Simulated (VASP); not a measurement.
Here is a VASP 6.6.1 calculation.

The input INCAR:

```
PREC = Accurate ; ENCUT = 600
EDIFF = 1E-6 ; ISMEAR = 0
SIGMA = 0.1 ; LREAL = F
LASPH = T ; NELM = 100
ALGO = Normal ; ISIF = 3
LWAVE = F ; LCHARG = F
GGA = PE ; IBRION = 2
NSW = 90 ; EDIFFG = -0.04
```

The input KPOINTS:

```
Automatic mesh
0
Gamma
  4 4 4
```

Contents of POSCAR:

```
Y2Sn2O
1.0
    4.4987782700      0.0000000000      0.0000000000
    0.0000000000      4.4987782700      0.0000000000
    0.0000000000      0.0000000000      6.1024602700
Y Sn O
2 2 1
Direct
    0.0000000000      0.5000000000      0.5000000000
    0.5000000000      0.0000000000      0.5000000000
    0.5000000000      0.5000000000      0.2399999900
    0.5000000000      0.5000000000      0.7600000100
    0.0000000000      0.0000000000      0.0000000000
```

Potentials or basis: VASP PAW PBE potentials, release 64 (Y_sv, Sn_d, O).

Command:

```bash
$ cat potpaw_PBE.64/Y_sv/POTCAR potpaw_PBE.64/Sn_d/POTCAR potpaw_PBE.64/O/POTCAR > POTCAR
$ mpirun -np 1 vasp_std > vasp.out
```

Problem. Estimate the relaxed volume.

Solution. 32.62 Å³/atom.

Problem. Predict the space group after relaxing (to 0.1 Å).

Solution. P4/mmm (No. 123).

Problem. Predict the band gap on the k mesh.

Solution. Zero (bands 28 and 29 overlap by 1.12 eV).

Forces in eV/Å, atoms in the order of the input:
```
Y    0.000  0.000  0.000
Y    0.000  0.000  0.000
Sn   0.000  0.000 -0.012
Sn   0.000  0.000  0.012
O    0.000  0.000  0.000
```

Caveat: the volume moved by over 15 % at a fixed basis, so the end points are rough; spin-orbit coupling is left out, which moves the levels of the heavy elements.
